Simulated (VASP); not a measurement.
# AlN (CsCl type) (Pm-3m) in VASP: relaxation of cell and atoms with PBE

Aim: the relaxation of cell and atoms of AlN (CsCl type) with PBE.

All numbers are computed with VASP 6.6.1; they aren't measurements. Logs are shortened: lines on timing, memory, paths and dates and some standing lists are left out, and cuts for length are marked.

**1. The cell of the first run**

The structure is cubic, space group Pm-3m (No. 221). The conventional cell has a = 2.280 Å, b = 2.280 Å, c = 2.280 Å, α = 90.00°, β = 90.00°, γ = 90.00°. Within 2.6 Å of Al (site symmetry m-3m) lie 8 N at 1.97 Å and 6 Al at 2.28 Å. Within 2.6 Å of N (site symmetry m-3m) lie 8 Al at 1.97 Å and 6 N at 2.28 Å.

**2. Relaxation of cell and atoms, PBE, target pressure 180 GPa, at which the enthalpy is minimised**

INCAR reads:

```
PREC     = Accurate       # precision mode
ENCUT    = 600            # plane-wave cutoff, eV
EDIFF    = 1E-7           # SCF threshold, eV
ISMEAR   = -1             # smearing method
SIGMA    = 0.08           # smearing width, eV
LREAL    = F              # projectors in reciprocal space
LASPH    = T              # aspherical terms in the spheres
NELM     = 60             # most SCF steps
ALGO     = Normal         # electronic algorithm
ISIF     = 3              # what is computed and relaxed
LWAVE    = F              # write WAVECAR
LCHARG   = F              # write CHGCAR
GGA      = PE             # functional
IBRION   = 2              # ionic algorithm
NSW      = 32             # ionic steps
EDIFFG   = -0.005         # ionic threshold
PSTRESS  = 1800.0
```

KPOINTS reads:

```
Automatic mesh
0
Gamma
  16 16 16
```

POSCAR reads:

```
AlN
1.0
    2.2799343870      0.0000000000      0.0000000000
    0.0000000000      2.2799343870      0.0000000000
    0.0000000000      0.0000000000      2.2799343870
Al N
1 1
Direct
    0.0000000000      0.0000000000      0.0000000000
    0.5000000000      0.5000000000      0.5000000000
```

Potentials or basis: VASP PAW PBE potentials, release 64 (Al, N).

The run is started by

```bash
$ cat potpaw_PBE.64/Al/POTCAR potpaw_PBE.64/N/POTCAR > POTCAR
$ mpirun -np 1 vasp_std > vasp.out
```

OUTCAR:

```text
PREC = Accurate
   ENCUT = 600
   EDIFF = 1E-7
   ISMEAR = -1
   LREAL = F
   LASPH = T
   NELM = 60
   ISIF = 3
   GGA = PE
   IBRION = 2
   NSW = 32
   EDIFFG = -0.005
   PSTRESS = 1800.0

 ion  position               nearest neighbor table
   1  0.000  0.000  0.000-   2 1.97   2 1.97   2 1.97   2 1.97   2 1.97   2 1.97   2 1.97   2 1.97

   2  0.500  0.500  0.500-   1 1.97   1 1.97   1 1.97   1 1.97   1 1.97   1 1.97   1 1.97   1 1.97

  LATTYP: Found a simple cubic cell.
 ALAT       =     2.2799343870

  Lattice vectors:

 A1 = (   2.2799343870,   0.0000000000,   0.0000000000)
 A2 = (   0.0000000000,   2.2799343870,   0.0000000000)
 A3 = (   0.0000000000,   0.0000000000,   2.2799343870)

Analysis of symmetry for initial positions (statically):
=====================================================================
 Subroutine PRICEL returns:
 Original cell was already a primitive cell.

 Routine SETGRP: Setting up the symmetry group for a
 simple cubic supercell.

 Subroutine GETGRP returns: Found 48 space group operations
 (whereof 48 operations were pure point group operations)
 out of a pool of 48 trial point group operations.

The static configuration has the point symmetry O_h .

Analysis of symmetry for dynamics (positions and initial velocities):
=====================================================================
 Subroutine PRICEL returns:
 Original cell was already a primitive cell.

 Routine SETGRP: Setting up the symmetry group for a
 simple cubic supercell.

 Subroutine GETGRP returns: Found 48 space group operations
 (whereof 48 operations were pure point group operations)
 out of a pool of 48 trial point group operations.

The dynamic configuration has the point symmetry O_h .

 Subroutine INISYM returns: Found 48 space group operations
 (whereof 48 operations are pure point group operations),
 and found     1 'primitive' translations

----------------------------------------------------------------------------------------

                                     Primitive cell

  volume of cell :      11.8513

  direct lattice vectors                    reciprocal lattice vectors
     2.279934387  0.000000000  0.000000000     0.438609113  0.000000000  0.000000000
[... 94 lines left out ...]
   POTIM  = 0.5000    time-step for ionic-motion
   TEBEG  =    0.0;   TEEND  =   0.0 temperature during run
   PSTRESS= 1800.0 pullay stress
   NELECT =       8.0000    total number of electrons
   NUPDOWN=      -1.0000    fix difference up-down
   EMIN   =  10.00;   EMAX   =-10.00  energy-range for DOS
   EFERMI =   0.00;   METHOD = LEGACY
   ISMEAR =    -1;   SIGMA  =   0.08  broadening in eV -4-tet -1-fermi 0-gaus
   EFERMI_NEDOS =   21; number of points for ismear=-14 and -15
   IALGO  =     38    algorithm
   IMIX   =      4    mixing-type and parameters
     AMIX     =   0.40;   BMIX     =  1.00
     AMIX_MAG =   1.60;   BMIX_MAG =  1.00
  volume/ion in A,a.u.               =       5.93        39.99
  Fermi-wavevector in a.u.,A,eV,Ry     =   1.436093  2.713822 28.060142  2.062362
  Thomas-Fermi vector in A             =   2.555319
   LORBIT       =      0    0 simple, 1 ext, 2 COOP (PROOUT), +10 PAW based schemes
   GGA     = PE    functional components
   LHFCALC =     F    Hartree Fock is set to
   AEXX    =    0.0000 exact exchange contribution
   IVDW    =     0    specifies the selected vdW correction
   LEPSILON=     F    determine dielectric tensor
   LRPA    =     F    only Hartree local field effects (RPA)
 conjugate gradient relaxation of ions
 non-spin polarized calculation
  energy-cutoff  :      600.00
  volume of cell :       11.85
 maximum number of plane-waves:       413
   NGX =  9   NGY =  9   NGZ =  9

--------------------------------------- Ionic step        1  -------------------------------------------

 number of electron       8.0000002 magnetization

 Free energy of the ion-electron system (eV)
  ---------------------------------------------------
  ext. energy  EPLUGINS =         0.00000000
  ---------------------------------------------------
  free energy    TOTEN  =        -9.04264066 eV

  energy without entropy =       -9.03687797  energy(sigma->0) =       -9.03975932

------------------------ aborting loop because EDIFF is reached ----------------------------------------

  FORCE on cell =-STRESS in cart. coord.  units (eV):
  Direction    XX          YY          ZZ          XY          YZ          ZX
  --------------------------------------------------------------------------------------
  -------------------------------------------------------------------------------------
  Total       13.3260908     13.3260908     13.3260908     -0.0000000     -0.0000000      0.0000000
  in kB     1801.5499311   1801.5499311   1801.5499311     -0.0000000     -0.0000000      0.0000000
  external PRESSURE =       1.5499311 kB  Pullay stress =    1800.0000000 kB
[... 63 lines left out ...]
--------------------------------------- Ionic step        3  -------------------------------------------

 number of electron       8.0000002 magnetization

 Free energy of the ion-electron system (eV)
  ---------------------------------------------------
  ext. energy  EPLUGINS =         0.00000000
  ---------------------------------------------------
  free energy    TOTEN  =        -9.04502690 eV

  energy without entropy =       -9.03926300  energy(sigma->0) =       -9.04214495

 E-fermi :  17.5167     XC(G=0): -14.0618

 val. band max:       17.4724949001   @ k =   0.5000   0.5000   0.2500
 cond. band min:      17.5182873056   @ k =   0.5000   0.3750   0.0625
 fundamental gap:      0.0457924055
 Fermi energy:        17.5166542326

 k-point     1 :       0.0000    0.0000    0.0000
  band No.  band energies     occupation
      1      -5.6893      2.00000
      2      15.1657      2.00000
      3      15.1657      2.00000
      4      15.1657      2.00000
      5      23.0700      0.00000
      6      23.0700      0.00000
      7      23.9025      0.00000
      8      40.2908      0.00000
[... 243 lines left out ...]
 k-point    24 :       0.5000    0.1250    0.0000
  band No.  band energies     occupation
      1      -1.3161      2.00000
      2       3.9215      2.00000
      3      14.7570      2.00000
      4      16.6792      1.99994
      5      25.3700      0.00000
      6      27.2875      0.00000
      7      29.5552      0.00000
      8      33.3507      0.00000

 [... further k-points ...]

------------------------ aborting loop because EDIFF is reached ----------------------------------------

  FORCE on cell =-STRESS in cart. coord.  units (eV):
  Direction    XX          YY          ZZ          XY          YZ          ZX
  --------------------------------------------------------------------------------------
  -------------------------------------------------------------------------------------
  Total       13.3177413     13.3177413     13.3177413      0.0000000     -0.0000000      0.0000000
  in kB     1800.0986707   1800.0986707   1800.0986707      0.0000000     -0.0000000      0.0000000
  external PRESSURE =       0.0986707 kB  Pullay stress =    1800.0000000 kB
[... 21 lines left out ...]
  energy  without entropy=       -9.0392630008  energy(sigma->0) =       -9.04214495

  enthalpy is  TOTEN    =         4.2719843753 eV   P V=       13.3170112708

 reached required accuracy - stopping structural energy minimisation
```

It took 19 s on 1 thread of Intel Xeon Platinum 8559C (Emerald Rapids), shared host; peak memory 0.12 GiB.

What came out:

```
Free energy                                                : -9.0450 eV
Relaxed volume                                             : 5.93 Å³/atom
Relaxed cell                                               : a = 2.280 Å, b = 2.280 Å, c = 2.280 Å, α = 90.00°, β = 90.00°, γ = 90.00°
Space group after relaxing (to 0.1 Å)                      : Pm-3m (No. 221)
Energy change on relaxing (the run minimises the enthalpy) : -1.2 meV/atom
Ionic steps                                                : 3
Pressure after relaxing                                    : 180.0 GPa
Band gap on the k mesh                                     : zero (bands 4 and 5 overlap by 0.99 eV)
```

The path:
```tsv
step	energy change (eV)	largest force (eV/Å)	pressure (GPa)	volume (Å³)
1	0.0000	0.0000	180.15	11.85
2	-0.0110	0.0000	179.49	11.86
3	-0.0024	0.0000	180.01	11.85
```

Final structure:
```xyz
2
Lattice="2.2801 0.0000 0.0000 0.0000 2.2801 0.0000 0.0000 0.0000 2.2801" Properties=species:S:1:pos:R:3 pbc="T T T"
Al    0.0000    0.0000    0.0000
N     1.1400    1.1400    1.1400
```

Levels at points of the mesh, in eV from the Fermi level:
```
           k point  band 1  band 2  band 3  band 4  band 5  band 6  band 7  band 8
(0.00, 0.00, 0.00)  -23.21   -2.35   -2.35   -2.35    5.55    5.55    6.39   22.77
(0.50, 0.00, 0.00)  -19.14  -13.95   -1.06   -1.06    8.90   10.71   12.37   15.30
(0.50, 0.50, 0.00)  -15.75  -10.55  -10.55   -1.33    0.71   13.78   13.78   15.87
(0.50, 0.50, 0.50)  -12.11   -7.97   -7.97   -7.97    1.63    1.63    1.63   14.29
```

Caveat: the cell is relaxed towards a set pressure, so the run minimises the enthalpy, not the energy.
